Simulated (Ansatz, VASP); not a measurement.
One calculation of LuSi2Rh2C, two programs

The input INCAR:

```
SYSTEM = LuSi2Rh2C
ALGO = Normal
EDIFF = 1E-6
ENCUT = 520
GGA = PE
ISIF = 2
ISMEAR = -1
LASPH = .True.
LCHARG = .False.
LREAL = .False.
LWAVE = .False.
NBANDS = 42
NELM = 60
PREC = Accurate
SIGMA = 0.1
```

The input KPOINTS:

```
k-points
0
Gamma
  5 5 5
  0 0 0
```

Contents of POSCAR:

```
LuSi2Rh2C
1.0
    0.0000000000      4.0455520000      0.0000000000
    4.0455520000      0.0000000000      0.0000000000
    2.0227760000      2.0227760000     -5.3561720000
C Rh Si Lu
1 2 2 1
Direct
    0.0000000000      0.0000000000      0.0000000000
    0.7500000000      0.2500000000      0.5000000000
    0.2500000000      0.7500000000      0.5000000000
    0.1477200000      0.1477200000      0.7045600000
    0.8522800000      0.8522800000      0.2954400000
    0.5000000000      0.5000000000      0.0000000000
```

Input for Ansatz:

```yaml
crystal:
  lattice:
    - [0.0, 4.045552, 0.0]
    - [4.045552, 0.0, 0.0]
    - [2.022776, 2.022776, -5.356172]
  atoms:
    - { symbol: C, position: [0.0, 0.0, 0.0] }
    - { symbol: Rh, position: [0.75, 0.25, 0.5] }
    - { symbol: Rh, position: [0.25, 0.75, 0.5] }
    - { symbol: Si, position: [0.14772, 0.14772, 0.70456] }
    - { symbol: Si, position: [0.85228, 0.85228, 0.29544] }
    - { symbol: Lu, position: [0.5, 0.5, 0.0] }
  symmetry: { tolerance: 0.0003 }
kpoints:
  mp_grid: { grid: [5, 5, 5], shift: [0, 0, 0] }
magnetization:
  spin_polarized: false
scf:
  occupations: { method: fermi_dirac }
hamiltonian:
  pseudopotentials: { kind: paw }
  xc: pbe
basis:
  ecutwfc: 420
output:
  forces: true
  stress: true
  eigenvalues: true
```

Alike in both runs: task single point; functional PBE; k mesh 5 × 5 × 5; no spin polarisation.

```csv
,VASP,Ansatz
version,VASP 6.6.1,Ansatz 0.2.0
potentials or method,"VASP PAW PBE potentials, release 64 (C, Rh_pv, Si, Lu), cutoff 520 eV",PAW plane waves
occupations,"fermi-dirac, width 0.1 eV",fermi-dirac
valence electrons in the cell,67,71
```

```tsv
	VASP	Ansatz	Ansatz less VASP
gap on the k mesh at the Fermi level (eV)	none	none	-
pressure (GPa)	20.4	20.3	-0.11
traceless stress, the component that is largest in VASP (GPa)	32.78	32.91	+0.133
rms of the force components (eV/Å)	1.795	1.814	+0.0196
```

Atom by atom the forces differ by 0.020 eV/Å (rms over components). A gap of «none» marks a metal or a gap that the smearing closes. VASP's potentials hold 67 valence electrons a cell and Ansatz's 71, so a difference there can come from the potentials and not from the codes.

Spin-orbit coupling is off throughout.
